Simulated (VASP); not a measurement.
A run of VASP 6.6.1:

File POSCAR:

```
LiBr
1.0
    0.0000000000      2.7395485848      2.7395485848
    2.7395485848      0.0000000000      2.7395485848
    2.7395485848      2.7395485848      0.0000000000
Li Br
1 1
Direct
    0.0000000000      0.0000000000      0.0000000000
    0.5000000000      0.5000000000      0.5000000000
```

Contents of INCAR.step1:

```
SYSTEM = LiBr
PREC = Accurate
ENCUT = 830
ISMEAR = 0
SIGMA = 0.01
LREAL = .FALSE.
LASPH = .TRUE.
NELM = 120
NBANDS = 12
GGA = PE
ALGO = Normal
EDIFF = 1E-5
LWAVE = .TRUE.
LCHARG = .FALSE.
GGA_COMPAT = .FALSE.
```

The input INCAR.step2:

```
SYSTEM = LiBr
PREC = Accurate
ENCUT = 830
EDIFF = 1E-6
ISMEAR = 0
SIGMA = 0.01
LREAL = .FALSE.
LASPH = .TRUE.
NELM = 120
ALGO = Normal
ISIF = 2
LWAVE = .FALSE.
LCHARG = .FALSE.
METAGGA = R2SCAN
LMIXTAU = .TRUE.
NBANDS = 12
ISTART = 1
GGA_COMPAT = .FALSE.
```

File KPOINTS:

```
Automatic mesh
0
G
  6 6 6
  0 0 0
```

Potentials or basis: VASP PAW PBE potentials, release 64 (Li_sv, Br).

Launch:

```console
$ cat potpaw_PBE.64/Li_sv/POTCAR potpaw_PBE.64/Br/POTCAR > POTCAR
$ cp INCAR.step1 INCAR
$ mpirun -np 1 vasp_std > vasp.out
$ cp INCAR.step2 INCAR
$ mpirun -np 1 vasp_std > vasp.out
```

Hardware: 1 thread of Intel Xeon 8259CL, with other jobs on the host.

Q: Estimate the wall time of this run.

A: It took 100 s on 1 thread of Intel Xeon 8259CL, on a shared host, peak memory 0.23 GiB. Counts: k points 16.
